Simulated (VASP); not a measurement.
A run of VASP 6.6.1:

INCAR

```
PREC = Accurate
ENCUT = 910
EDIFF = 1E-6
ISMEAR = 0
SIGMA = 0.05
LREAL = F
LASPH = T
NELM = 120
ALGO = Normal
ISIF = 2
LWAVE = F
LCHARG = T
GGA = CA
LELF = T
LVHAR = T
NBANDS = 25
GGA_COMPAT = F
```

Contents of KPOINTS:

```
regular mesh
0
Gamma
  6 6 8
```

The input POSCAR:

```
SiO2
1.0
    4.0305000000      0.0000000000      0.0000000000
    0.0000000000      4.0305000000      0.0000000000
    0.0000000000      0.0000000000      2.8529000000
Si O
2 4
Direct
    0.5000000000      0.5000000000      0.5000000000
    0.0000000000      0.0000000000      0.0000000000
    0.6944252994      0.6944252994      0.0000000000
    0.1944252994      0.8055747006      0.5000000000
    0.3055747006      0.3055747006      0.0000000000
    0.8055747006      0.1944252994      0.5000000000
```

Potentials or basis: VASP PAW LDA potentials, release 64 (Si, O_h).

Command:

```sh
$ cat potpaw_LDA.64/Si/POTCAR potpaw_LDA.64/O_h/POTCAR > POTCAR
$ mpirun -np 1 vasp_std > vasp.out
```

Hardware: 1 thread of AMD EPYC 7R43 64-Core Processor (Zen 3) (shared host).

Q: How long does it take, and how much memory?

A: Wall time 120 s on 1 thread of AMD EPYC 7R43 64-Core Processor (Zen 3), on a shared host, peak memory 0.2 GiB. Counts: scf iterations 12, k points 50.
